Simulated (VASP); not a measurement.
# H13ClO6 in VASP: further runs, part 2 of 2

VASP 6.6.1. Earlier steps stand in the parts before.

### Step 3. Single point, PBE+D3(BJ)

The input, INCAR:

```
  ALGO = Normal
  EDIFF = 1E-6
  ENCUT = 520
  GGA = PE
  ISIF = 2
  ISMEAR = -1
  IVDW = 12
  LASPH = T
  LCHARG = F
  LREAL = Auto
  LWAVE = F
  NBANDS = 44
  NELM = 100
  PREC = Accurate
  SIGMA = 0.02
```

The input, KPOINTS:

```
k-points
0
Gamma
  1 1 1
```

The input, POSCAR:

```
H13ClO6
1.0
    6.1357920000      0.0000000000      0.0000000000
    0.0000000000      6.1357920000      0.0000000000
    0.0000000000      0.0000000000      6.1357920000
O H Cl
6 13 1
Direct
    0.7532849875      0.7560556160      0.6045837277
    0.5490407758      0.1271229533      0.8919141979
    0.8285156994     -0.0541250420      0.2149518758
    0.5941042330      0.4910531517      0.3423518920
    0.3422378073      1.0257844464      0.3875294339
    0.9709423005      0.2366279691      0.6567041386
    0.7052227325      0.6110376623      0.5360188220
    0.7508403153      0.8590089103      0.4746738481
    0.4875328238      0.2742596229      0.8811576403
    0.4592398178      0.0050197269      0.8339754672
    0.7233947957     -0.0422602331      0.1030184856
    0.9297251276     -0.1638093338      0.1609246207
    0.4667042168      0.5837714186      0.2886505931
    0.5455041501      0.3445520969      0.3403961542
    0.3053232574      0.9996101563      0.2267188979
    0.1927379546      1.0424734085      0.4547579188
    1.0349764138      0.3721768926      0.7165986070
    0.8642079132      0.1879952906      0.7654431571
   -0.0899150428      0.7492920229      0.6706550678
    0.1602727081      0.6942054098      0.8836512059
```

Potentials or basis: VASP PAW PBE potentials, release 64 (O, H, Cl).

Launch:

```
cat potpaw_PBE.64/O/POTCAR potpaw_PBE.64/H/POTCAR potpaw_PBE.64/Cl/POTCAR > POTCAR
mpirun -np 1 vasp_gam > vasp.out
```

OUTCAR:

```text
EDIFF = 1E-6
   ENCUT = 520
   GGA = PE
   ISIF = 2
   ISMEAR = -1
   IVDW = 12
   LASPH = T
   LREAL = Auto
   NELM = 100
   PREC = Accurate
 IVDW          = 12

 ion  position               nearest neighbor table
   1  0.753  0.756  0.605-   8 1.02   7 1.03  19 1.04
   2  0.549  0.127  0.892-   9 0.98  10 1.00
   3  0.829  0.946  0.215-  11 0.94  12 0.97
   4  0.594  0.491  0.342-  14 0.95  13 1.02
   5  0.342  0.026  0.388-  16 1.01  15 1.03
   6  0.971  0.237  0.657-  18 0.98  17 0.99
   7  0.705  0.611  0.536-   1 1.03
   8  0.751  0.859  0.475-   1 1.02
   9  0.488  0.274  0.881-   2 0.98
  10  0.459  0.005  0.834-   2 1.00
  11  0.723  0.958  0.103-   3 0.94
  12  0.930  0.836  0.161-   3 0.97
  13  0.467  0.584  0.289-   4 1.02
  14  0.546  0.345  0.340-   4 0.95
  15  0.305  1.000  0.227-   5 1.03
  16  0.193  0.042  0.455-   5 1.01
  17  0.035  0.372  0.717-   6 0.99
  18  0.864  0.188  0.765-   6 0.98
  19  0.910  0.749  0.671-   1 1.04
  20  0.160  0.694  0.884-

  LATTYP: Found a simple cubic cell.
 ALAT       =     6.1357920000

  Lattice vectors:

 A1 = (   6.1357920000,   0.0000000000,   0.0000000000)
 A2 = (   0.0000000000,   6.1357920000,   0.0000000000)
 A3 = (   0.0000000000,   0.0000000000,   6.1357920000)

Analysis of symmetry for initial positions (statically):
=====================================================================
 Subroutine PRICEL returns:
 Original cell was already a primitive cell.

 Routine SETGRP: Setting up the symmetry group for a
 simple cubic supercell.

 Subroutine GETGRP returns: Found  1 space group operations
 (whereof  1 operations were pure point group operations)
 out of a pool of 48 trial point group operations.

The static configuration has the point symmetry C_1 .

Analysis of symmetry for dynamics (positions and initial velocities):
=====================================================================
 Subroutine PRICEL returns:
 Original cell was already a primitive cell.

 Routine SETGRP: Setting up the symmetry group for a
 simple cubic supercell.

 Subroutine GETGRP returns: Found  1 space group operations
 (whereof  1 operations were pure point group operations)
 out of a pool of 48 trial point group operations.

The dynamic configuration has the point symmetry C_1 .

 Subroutine INISYM returns: Found  1 space group operations
 (whereof  1 operations are pure point group operations),
 and found     1 'primitive' translations

----------------------------------------------------------------------------------------

                                     Primitive cell

  volume of cell :     231.0000

  direct lattice vectors                    reciprocal lattice vectors
     6.135792000  0.000000000  0.000000000     0.162978145  0.000000000  0.000000000
     0.000000000  6.135792000  0.000000000     0.000000000  0.162978145  0.000000000
     0.000000000  0.000000000  6.135792000     0.000000000  0.000000000  0.162978145

  length of vectors
     6.135792000  6.135792000  6.135792000     0.162978145  0.162978145  0.162978145

  position of ions in fractional coordinates (direct lattice)
     0.753284988  0.756055616  0.604583728
     0.549040776  0.127122953  0.891914198
     0.828515699  0.945874958  0.214951876
     0.594104233  0.491053152  0.342351892
     0.342237807  0.025784446  0.387529434
     0.970942300  0.236627969  0.656704139
[... 12 lines left out ...]
     0.910084957  0.749292023  0.670655068
     0.160272708  0.694205410  0.883651206

  ion indices of the primitive-cell ions
   primitive index   ion index
                 1           1
                 2           2
                 3           3
                 4           4
                 5           5
                 6           6
[... 12 lines left out ...]
                19          19
                20          20

----------------------------------------------------------------------------------------

 KPOINTS: k-points

Automatic generation of k-mesh.
 Grid dimensions read from file:
 generate k-points for:    1    1    1

 Generating k-lattice:

  Cartesian coordinates                     Fractional coordinates (reciprocal lattice)
     0.162978145  0.000000000  0.000000000     1.000000000  0.000000000  0.000000000
     0.000000000  0.162978145  0.000000000     0.000000000  1.000000000  0.000000000
     0.000000000  0.000000000  0.162978145     0.000000000  0.000000000  1.000000000

  Length of vectors
     0.162978145  0.162978145  0.162978145

  Shift w.r.t. Gamma in fractional coordinates (k-lattice)
     0.000000000  0.000000000  0.000000000

 Subroutine IBZKPT returns following result:
 ===========================================

 Found      1 irreducible k-points:

 Following reciprocal coordinates:
            Coordinates               Weight
  0.000000  0.000000  0.000000      1.000000
   k-points           NKPTS =      1   k-points in BZ     NKDIM =      1   number of bands    NBANDS=     44
   number of dos      NEDOS =    301   number of ions     NIONS =     20
   total plane-waves  NPLWV = 110592
   dimension x,y,z NGX =    48 NGY =   48 NGZ =   48
   dimension x,y,z NGXF=    96 NGYF=   96 NGZF=   96
   ions per type =               6  13   1
   NGX,Y,Z   is equivalent  to a cutoff of  13.01, 13.01, 13.01 a.u.
   NGXF,Y,Z  is equivalent  to a cutoff of  26.01, 26.01, 26.01 a.u.
 SYSTEM =  unknown system
   PREC   = accura    normal or accurate (medium, high low for compatibility)
   ISTART =      0    job   : 0-new  1-cont  2-samecut
   ICHARG =      2    charge: 1-file 2-atom 10-const
   ISPIN  =      1    spin polarized calculation?
   LNONCOLLINEAR =      F non collinear calculations
   LSORBIT =      F    spin-orbit coupling
   LASPH  =      T    aspherical Exc in radial PAW
   ENCUT  =  520.0 eV  38.22 Ry    6.18 a.u.  11.41 11.41 11.41*2*pi/ulx,y,z
   NELM   =    100;   NELMIN=  2; NELMDL= -5     # of ELM steps
   EDIFF  = 0.1E-05   stopping-criterion for ELM
   LREAL  =      T    real-space projection
   EDIFFG = 0.1E-04   stopping-criterion for IOM
   NSW    =      0    number of steps for IOM
   IBRION =     -1    ionic relax: 0-MD 1-quasi-New 2-CG
   NFREE  =      0    steps in history (QN), initial steepest desc. (CG)
   ISIF   =      2    stress and relaxation
   ISYM   =      2    0-nonsym 1-usesym 2-fastsym
   POTIM  = 0.5000    time-step for ionic-motion
   TEBEG  =    0.0;   TEEND  =   0.0 temperature during run
   PSTRESS=    0.0 pullay stress
   NELECT =      56.0000    total number of electrons
   NUPDOWN=      -1.0000    fix difference up-down
   EMIN   =  10.00;   EMAX   =-10.00  energy-range for DOS
   EFERMI =   0.00;   METHOD = LEGACY
   ISMEAR =    -1;   SIGMA  =   0.02  broadening in eV -4-tet -1-fermi 0-gaus
   EFERMI_NEDOS =   21; number of points for ismear=-14 and -15
   IALGO  =     38    algorithm
   IMIX   =      4    mixing-type and parameters
     AMIX     =   0.40;   BMIX     =  1.00
     AMIX_MAG =   1.60;   BMIX_MAG =  1.00
  volume/ion in A,a.u.               =      11.55        77.94
  Fermi-wavevector in a.u.,A,eV,Ry     =   1.020783  1.929001 14.177250  1.041998
  Thomas-Fermi vector in A             =   2.154372
   LORBIT       =      0    0 simple, 1 ext, 2 COOP (PROOUT), +10 PAW based schemes
   GGA     = PE    functional components
   LHFCALC =     F    Hartree Fock is set to
   AEXX    =    0.0000 exact exchange contribution
   IVDW    =    12    specifies the selected vdW correction
   LEPSILON=     F    determine dielectric tensor
   LRPA    =     F    only Hartree local field effects (RPA)
 non-spin polarized calculation
  energy-cutoff  :      520.00
  volume of cell :      231.00
 maximum number of plane-waves:      3118
 NGX is ok and might be reduce to    48
   NGX = 23   NGY = 23   NGZ = 23

 number of electron      56.0000000 magnetization

 Free energy of the ion-electron system (eV)
  ---------------------------------------------------
  ext. energy  EPLUGINS =         0.00000000
  ---------------------------------------------------
  free energy    TOTEN  =       -93.61486658 eV

  energy without entropy =      -93.61486658  energy(sigma->0) =      -93.61486658

 E-fermi :  -2.6584     XC(G=0):  -6.7320

 val. band max:       -3.1879915302   @ k =   0.0000   0.0000   0.0000
 cond. band min:       0.9396571089   @ k =   0.0000   0.0000   0.0000
 fundamental gap:      4.1276486391
 Fermi energy:        -2.6584340925

 k-point     1 :       0.0000    0.0000    0.0000
  band No.  band energies     occupation
      1     -24.4351      2.00000
      2     -22.6311      2.00000
      3     -22.3572      2.00000
      4     -22.0131      2.00000
      5     -21.4322      2.00000
      6     -21.3349      2.00000
[... 32 lines left out ...]
     39       6.9769      0.00000
     40       7.1306      0.00000
 [bands above 40 left out]

------------------------ aborting loop because EDIFF is reached ----------------------------------------

 Edisp (eV)   -0.73308

 E8    (eV) :    -0.1623

  FORCE on cell =-STRESS in cart. coord.  units (eV):
  Direction    XX          YY          ZZ          XY          YZ          ZX
  --------------------------------------------------------------------------------------
  -------------------------------------------------------------------------------------
  Total      -3.77596    -2.92733    -3.22588     0.62314    -0.28742    -0.06855
  in kB     -26.18946   -20.30350   -22.37419     4.32198    -1.99347    -0.47546
  external pressure =      -22.96 kB  Pullay stress =        0.00 kB

 VOLUME and BASIS-vectors are now :
 -----------------------------------------------------------------------------
  energy-cutoff  :      520.00
  volume of cell :      231.00
      direct lattice vectors                 reciprocal lattice vectors
     6.135792000  0.000000000  0.000000000     0.162978145  0.000000000  0.000000000
     0.000000000  6.135792000  0.000000000     0.000000000  0.162978145  0.000000000
     0.000000000  0.000000000  6.135792000     0.000000000  0.000000000  0.162978145

 POSITION                                       TOTAL-FORCE (eV/Angst)
 -----------------------------------------------------------------------------------
      4.62200      4.63900      3.70960         0.705387      0.289454      0.315539
      3.36880      0.78000      5.47260         0.453591     -0.557877      0.228857
      5.08360      5.80369      1.31890         0.944603     -0.310222      1.754517
      3.64530      3.01300      2.10060        -0.927730      2.443909     -0.638264
      2.09990      0.15821      2.37780        -1.637219     -0.262862     -1.536280
      5.95750      1.45190      4.02940         0.098630      0.295062      0.086955
[... 12 lines left out ...]
      5.58409      4.59750      4.11500        -0.464128     -0.142832      0.146830
      0.98340      4.25950      5.42190        -0.065946      0.043288     -0.121320
 -----------------------------------------------------------------------------------
    total drift:                               -0.001276     -0.000506      0.001650

  FREE ENERGIE OF THE ION-ELECTRON SYSTEM (eV)
  ---------------------------------------------------
  free  energy   TOTEN  =       -94.3479442166 eV

  energy  without entropy=      -94.3479442166  energy(sigma->0) =      -94.34794422
```

Run time: 20 s. Hardware: 1 thread of Intel Xeon Platinum 8488C (Sapphire Rapids), shared host; peak memory 0.3 GiB.

What came out:

```
Free energy                : -94.3479 eV
Pressure                   : -2.3 GPa
Largest force              : 2.691 eV/Å
Band gap on the k mesh     : 4.13 eV
Dispersion energy per atom : -0.037 eV
```

Forces on the atoms (eV/Å):
```
O    0.705  0.289  0.316
O    0.454 -0.558  0.229
O    0.945 -0.310  1.755
O   -0.928  2.444 -0.638
O   -1.637 -0.263 -1.536
O    0.099  0.295  0.087
H   -0.166 -0.118 -0.345
H    0.307  0.102 -0.270
H   -0.475 -0.836 -0.246
H   -0.174  1.227 -0.016
H   -1.278  0.620 -1.201
H    0.376 -0.252 -0.361
H    1.325 -1.113  0.614
H   -0.595 -1.664  0.140
H    0.431  0.343  1.820
H    1.188  0.179 -0.307
H   -0.068 -0.403  0.033
H    0.024  0.118 -0.097
H   -0.464 -0.143  0.147
Cl  -0.066  0.043 -0.121
```

Caveat: the k points lie up to 1.02 Å⁻¹ apart.

### Step 4. Single point, PBE+D3(BJ)

The input, INCAR:

```
PREC = Accurate ; ENCUT = 520
EDIFF = 1E-6 ; ISMEAR = -1
SIGMA = 0.02 ; LREAL = Auto
LASPH = True ; NELM = 60
ALGO = Normal ; ISIF = 2
LWAVE = False ; LCHARG = True
GGA = PE ; IVDW = 12
LELF = True ; LVHAR = True
NBANDS = 44
```

The input, KPOINTS:

```
Automatic mesh
0
Gamma
  1 1 1
```

The input, POSCAR:

```
H13ClO6
1.0
    6.1357920000      0.0000000000      0.0000000000
    0.0000000000      6.1357920000      0.0000000000
    0.0000000000      0.0000000000      6.1357920000
O H Cl
6 13 1
Direct
    0.7743417639      0.7723371327      0.5392783849
    0.5047270181      0.0936309445      0.9762553881
    0.8272444698     -0.0316992493      0.1879300993
    0.5503283032      0.4559313614      0.3166665363
    0.3507126708      1.0811481224      0.3983674805
    0.9993004978      0.2444346223      0.6753814341
    0.6900168715      0.6316218020      0.4874350369
    0.8258917512      0.8440149210      0.3937714968
    0.4652211157      0.2400994036      0.9834590221
    0.3935107318     -0.0014993989      0.9022144167
    0.6941728142      0.0301346591      0.1272207402
    0.9181862749     -0.0982269282      0.0623391406
    0.4775911569      0.5581186585      0.2364975866
    0.4606740255      0.3343496650      0.3721442969
    0.2042279139      1.0852388738      0.3501911408
    0.3154767958      1.0284083945      0.5478510354
    1.0907475351      0.3641909634      0.7278929925
    0.8932180230      0.2162394032      0.7734779797
   -0.1175561362      0.7537576241      0.6580405594
    0.1742236373      0.7421372824      0.8701892111
```

Launch:

```
cat potpaw_PBE.64/O/POTCAR potpaw_PBE.64/H/POTCAR potpaw_PBE.64/Cl/POTCAR > POTCAR
mpirun -np 1 vasp_gam > vasp.out
```

Wall time 21 s (1 thread of Intel Xeon Platinum 8488C (Sapphire Rapids), shared host); peak memory 0.3 GiB.

The run converged. Its results:

```yaml
Free_energy: -94.1260 eV
Pressure: 1.4 GPa
Largest_force: 4.640 eV/Å
Band_gap_on_the_k_mesh: 4.45 eV
Dispersion_energy_per_atom: -0.036 eV
```

Forces in eV/Å, atoms in the order of the input:
```
O   -1.281 -1.320 -0.271
O    0.505 -2.035 -1.098
O    2.871 -1.515 -0.153
O    2.909 -1.344  2.196
O    0.562 -0.588  1.995
O    3.272  0.862 -3.175
H    0.527  0.484  0.343
H   -0.054  0.862 -0.638
H   -0.899  1.974 -0.013
H    0.180  0.472  0.635
H   -1.050  0.157 -0.552
H   -0.798  0.593  1.313
H   -2.271  2.173 -1.853
H   -0.419 -0.266 -0.146
H   -1.560  0.294 -1.138
H    0.603  0.246 -0.478
H   -0.383  0.019  0.184
H   -3.038 -0.656  3.039
H    0.617 -0.236  0.031
Cl  -0.291 -0.177 -0.223
```

Stress tensor (GPa, compression positive):
```
 2.43 -1.94  0.23
-1.94  0.46 -2.43
 0.23 -2.43  1.28
```

Levels at points of the mesh, in eV from the valence-band top:
| k point | band 24 | band 25 | band 26 | band 27 | band 28 | band 29 | band 30 | band 31 | band 32 | band 33 |
| --- | --- | --- | --- | --- | --- | --- | --- | --- | --- | --- |
| (0.00, 0.00, 0.00) | -0.76 | -0.54 | -0.35 | -0.09 | 0.00 | 4.45 | 7.61 | 7.66 | 8.45 | 8.66 |

Caveat: the k points lie up to 1.02 Å⁻¹ apart.

### Step 5. Molecular dynamics, PBE+D3(BJ)

The input, INCAR:

```
SYSTEM = H13ClO6
  ALGO = Normal
  EDIFF = 1E-5
  ENCUT = 520
  GGA = PE
  IBRION = 0
  ISIF = 2
  ISMEAR = -1
  ISYM = 0
  IVDW = 12
  LANGEVIN_GAMMA = 10 10 10
  LASPH = .True.
  LCHARG = .False.
  LREAL = Auto
  LWAVE = .False.
  MDALGO = 3
  NELM = 80
  NELMIN = 4
  NSW = 40
  POTIM = 0.5
  PREC = Accurate
  RANDOM_SEED = 545174 0 0
  SIGMA = 0.02
  TEBEG = 500.0
  TEEND = 500.0
```

The input, KPOINTS:

```
k-points
0
Gamma
  1 1 1
  0 0 0
```

The input, POSCAR:

```
H13ClO6
1.0
    6.1357920000      0.0000000000      0.0000000000
    0.0000000000      6.1357920000      0.0000000000
    0.0000000000      0.0000000000      6.1357920000
O H Cl
6 13 1
Direct
    0.8153633200      0.7200158200      0.5901132800
    0.5597774200      0.1386371100      0.8742489600
    0.7791385600     -0.1482557700      0.1781174300
    0.5236948500      0.5000129700      0.4099387700
    0.3446897600      1.0363030900      0.4531195800
    0.9529416100      0.2767093400      0.6093743600
    0.6995323400      0.6004808800      0.5428055300
    0.8401722700      0.8296134400      0.4573763500
    0.4189642800      0.1868181000      0.9442932000
    0.5051400400      0.0037077200      0.7890747800
    0.7179439000     -0.0123967400      0.1197198000
    0.9047872500     -0.1689585000      0.0880117700
    0.6021045700      0.5711141600      0.2864801000
    0.5848450600      0.3617839600      0.4482331800
    0.2754670300      0.8868514900      0.4418236000
    0.2212937400      1.1148751400      0.4942038300
    1.0319777700      0.3906493300      0.6945599800
    0.8435644400      0.2185889700      0.7161279700
   -0.0625711200      0.7427844200      0.6871313600
    0.1665244400      0.6262301200      0.9098341400
```

Launch:

```
cat potpaw_PBE.64/O/POTCAR potpaw_PBE.64/H/POTCAR potpaw_PBE.64/Cl/POTCAR > POTCAR
mpirun -np 1 vasp_gam > vasp.out
```

Run time: 6.4 min. Hardware: 1 thread of Intel Xeon Platinum 8488C (Sapphire Rapids), shared host; peak memory 0.35 GiB.

The run converged. Its results:

| Property | Result |
| --- | --- |
| Dispersion energy per atom | -0.036 eV |

Caveat: the k points lie up to 1.02 Å⁻¹ apart.
